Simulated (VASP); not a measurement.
# Re in VASP: a series of runs, part 2 of 2

VASP 6.6.1. The steps go on from the part before.

### 5 Single point, BLYP+D3(BJ)

This run uses another cell than the first one, of 14.42 Å³/atom, 1.021 times its volume.

The input, INCAR:

```
AGGAC = 1.0 ; AGGAX = 1.0
ALDAC = 0.0 ; ALDAX = 1.0
ALGO = Fast ; EDIFF = 1E-6
ENCUT = 520 ; GGA = B5
ISIF = 2 ; ISMEAR = -1
IVDW = 12 ; LASPH = True
LCHARG = False ; LREAL = False
LWAVE = False ; NBANDS = 14
NELM = 60 ; PREC = Accurate
SIGMA = 0.05 ; VDW_A1 = 0.4298
VDW_A2 = 4.2359 ; VDW_S6 = 1.0
VDW_S8 = 2.6996
```

The input, KPOINTS:

```
k-points
0
Gamma
  11 11 6
```

The input, POSCAR:

```
Re
1.0
    2.7422705826      0.0000000000      0.0000000000
   -1.3711352913      2.3748759886      0.0000000000
    0.0000000000      0.0000000000      4.4282782931
Re
2
Direct
    0.6666666667      0.3333333333      0.7500000000
    0.3333333333      0.6666666667      0.2500000000
```

On the command line:

```sh
> cat potpaw_PBE.64/Re/POTCAR > POTCAR
> mpirun -np 1 vasp_std > vasp.out
```

Wall time 24 s (1 thread of Intel Xeon Platinum 8375C at 2.90GHz (Ice Lake), shared host); peak memory 0.16 GiB.

The run converged. Its results:

```
Free energy                : -24.5772 eV
Pressure                   : 12.1 GPa
Band gap on the k mesh     : zero (band 7 reaches 10.41 eV, above the bottom of band 8 at 6.94 eV)
Dispersion energy per atom : -1.628 eV
```

Stress tensor (GPa, compression positive):
```
12.40  0.00  0.00
 0.00 12.40  0.00
 0.00  0.00 11.55
```

Levels at points of the mesh, in eV from the Fermi level:
| k point | band 5 | band 6 | band 7 | band 8 | band 9 | band 10 |
| --- | --- | --- | --- | --- | --- | --- |
| (0.00, 0.00, 0.00) | -1.70 | -0.85 | -0.85 | 0.10 | 0.10 | 0.95 |
| (0.00, 0.00, 0.50) | -1.84 | -1.84 | -1.84 | -1.84 | 2.53 | 2.53 |

Caveat: the PAW data sets were made with another functional, which shifts forces and pressure a little; spin-orbit coupling is left out, which moves the levels of the heavy elements; pairwise dispersion overbinds metals, which lowers pressure and volume.

### 6 Single point, PBEsol (atoms moved at random)

The input, INCAR:

```
PREC = Accurate
ENCUT = 520
EDIFF = 1E-6
ISMEAR = -1
SIGMA = 0.05
LREAL = False
LASPH = True
NELM = 100
ALGO = Fast
ISIF = 2
LWAVE = False
LCHARG = True
GGA = PS
LELF = True
LVHAR = True
NBANDS = 14
```

The input, KPOINTS:

```
regular mesh
0
Gamma
  11 11 6
```

The input, POSCAR:

```
Re
1.0
    2.7608000000      0.0000000000      0.0000000000
   -1.3804000000      2.3909229348      0.0000000000
    0.0000000000      0.0000000000      4.4582000000
Re
2
Direct
    0.6651910000      0.3157920000      0.7640740000
    0.3298360000      0.6656080000      0.2440940000
```

Potentials or basis: VASP PAW PBE potentials, release 64 (Re).

On the command line:

```sh
> cat potpaw_PBE.64/Re/POTCAR > POTCAR
> mpirun -np 1 vasp_std > vasp.out
```

OUTCAR:

```text
PREC = Accurate
   ENCUT = 520
   EDIFF = 1E-6
   ISMEAR = -1
   LREAL = False
   LASPH = True
   NELM = 100
   ISIF = 2
   GGA = PS

 ion  position               nearest neighbor table
   1  0.665  0.316  0.764-   2 2.65   2 2.67   2 2.70   2 2.79   2 2.81   2 2.84
   2  0.330  0.666  0.244-   1 2.65   1 2.67   1 2.70   1 2.79   1 2.81   1 2.84

  LATTYP: Found a hexagonal cell.
 ALAT       =     2.7608000000
 C/A-ratio  =     1.6148217908

  Lattice vectors:

 A1 = (   2.7608000000,   0.0000000000,   0.0000000000)
 A2 = (  -1.3804000000,   2.3909229348,   0.0000000000)
 A3 = (   0.0000000000,   0.0000000000,   4.4582000000)

Analysis of symmetry for initial positions (statically):
=====================================================================
 Subroutine PRICEL returns:
 Original cell was already a primitive cell.

 Routine SETGRP: Setting up the symmetry group for a
 hexagonal supercell.

 Subroutine GETGRP returns: Found  2 space group operations
 (whereof  1 operations were pure point group operations)
 out of a pool of 24 trial point group operations.
[... 178 lines left out ...]
      4       6.0930      2.00000
      5       6.1400      2.00000
      6       6.8502      2.00000
      7       6.9349      2.00000
      8       7.8345      0.16336
      9       8.1399      0.00040
     10       8.4194      0.00000
     11      10.9114      0.00000
     12      11.3437      0.00000
     13      17.5554      0.00000
     14      21.8652      0.00000
[... 377 lines left out ...]
      1      -0.0703      2.00000
      2       2.6849      2.00000
      3       4.2500      2.00000
      4       4.7635      2.00000
      5       5.8660      2.00000
      6       6.3485      2.00000
      7       7.4067      1.99568
      8       7.8060      0.27181
      9       8.2936      0.00002
     10       9.2280      0.00000
     11      11.5368      0.00000
     12      16.3706      0.00000
     13      17.1816      0.00000
     14      23.3596      0.00000

 [... further k-points ...]

------------------------ aborting loop because EDIFF is reached ----------------------------------------

  FORCE on cell =-STRESS in cart. coord.  units (eV):
  Direction    XX          YY          ZZ          XY          YZ          ZX
  --------------------------------------------------------------------------------------
  -------------------------------------------------------------------------------------
  Total       -0.7429560     -0.4166430     -0.3990774      0.1267170     -0.1578969      0.1100841
  in kB      -40.4495406    -22.6837380    -21.7273919      6.8989876     -8.5965469      5.9934229
  external PRESSURE =     -28.2868902 kB  Pullay stress =       0.0000000 kB

 VOLUME and BASIS-vectors are now :
 -----------------------------------------------------------------------------
  energy-cutoff  :      520.00
  volume of cell :       29.43
      direct lattice vectors                 reciprocal lattice vectors
     2.760800000  0.000000000  0.000000000     0.362213851  0.209124264  0.000000000
    -1.380400000  2.390922935  0.000000000     0.000000000  0.418248529  0.000000000
     0.000000000  0.000000000  4.458200000     0.000000000  0.000000000  0.224305774

 POSITION                                       TOTAL-FORCE (eV/Angst)
 -----------------------------------------------------------------------------------
      1.40054      0.75503      3.40639        -0.150751      0.204809     -0.372809
     -0.00819      1.59142      1.08822         0.150751     -0.204809      0.372809
 -----------------------------------------------------------------------------------
    total drift:                               -0.000000     -0.000000     -0.000000

  FREE ENERGIE OF THE ION-ELECTRON SYSTEM (eV)
  ---------------------------------------------------
  free  energy   TOTEN  =       -26.7173126169 eV

  energy  without entropy=      -26.7055209102  energy(sigma->0) =      -26.71141676
```

Run time: 5.2 min. Hardware: 1 thread of AMD EPYC 7R43 (Zen 3), shared host; peak memory 0.22 GiB.

Results:

```yaml
Free_energy: -26.7173 eV
Pressure: -2.8 GPa
Largest_force: 0.451 eV/Å
Band_gap_on_the_k_mesh: zero (band 7 reaches 9.19 eV, above the bottom of band 8 at 6.05 eV)
```

Forces on the atoms (eV/Å):
```
Re  -0.151  0.205 -0.373
Re   0.151 -0.205  0.373
```

Levels at points of the mesh, in eV from the Fermi level:
```tsv
k point	band 4	band 5	band 6	band 7	band 8	band 9	band 10	band 11
(0.00, 0.00, 0.00)	-1.62	-1.57	-0.86	-0.78	0.12	0.43	0.71	3.20
(0.00, 0.00, 0.50)	-1.91	-1.79	-1.75	-1.73	-1.67	2.26	2.45	2.77
```

Caveat: the cell differs from its parent crystal (atoms moved at random); the PAW data sets were made with another functional, which shifts forces and pressure a little; spin-orbit coupling is left out, which moves the levels of the heavy elements.

### 7 Summary

| level | cell | gap on the mesh (eV) | pressure (GPa) |
| --- | --- | --- | --- |
| revPBE | a = 2.723, b = 2.723, c = 4.398 Å, angles 90.0, 90.0, 120.0°, 2 atoms | none | 26.1 |
| revPBE | a = 2.742, b = 2.742, c = 4.428 Å, angles 90.0, 90.0, 120.0°, 2 atoms | none | 16.7 |
| BLYP+D3(BJ) | a = 2.723, b = 2.723, c = 4.398 Å, angles 90.0, 90.0, 120.0°, 2 atoms | none | 21.3 |
| BLYP+D3(BJ) | a = 2.742, b = 2.742, c = 4.428 Å, angles 90.0, 90.0, 120.0°, 2 atoms | none | 12.1 |
| PBEsol | a = 2.761, b = 2.761, c = 4.458 Å, angles 90.0, 90.0, 120.0°, 2 atoms | none | -2.8 |

Alike in all rows: task single point; potentials or basis VASP PAW PBE potentials, release 64 (Re); no spin polarisation; k mesh 11 × 11 × 6; cutoff (eV) 520; smearing fermi-dirac 0.05 eV.

Caveats: the PAW data sets were made with another functional, which shifts forces and pressure a little; spin-orbit coupling is left out, which moves the levels of the heavy elements; pairwise dispersion overbinds metals, which lowers pressure and volume (some runs).

Total energies depend on the potentials used, so only differences within one code and one set of settings carry meaning.
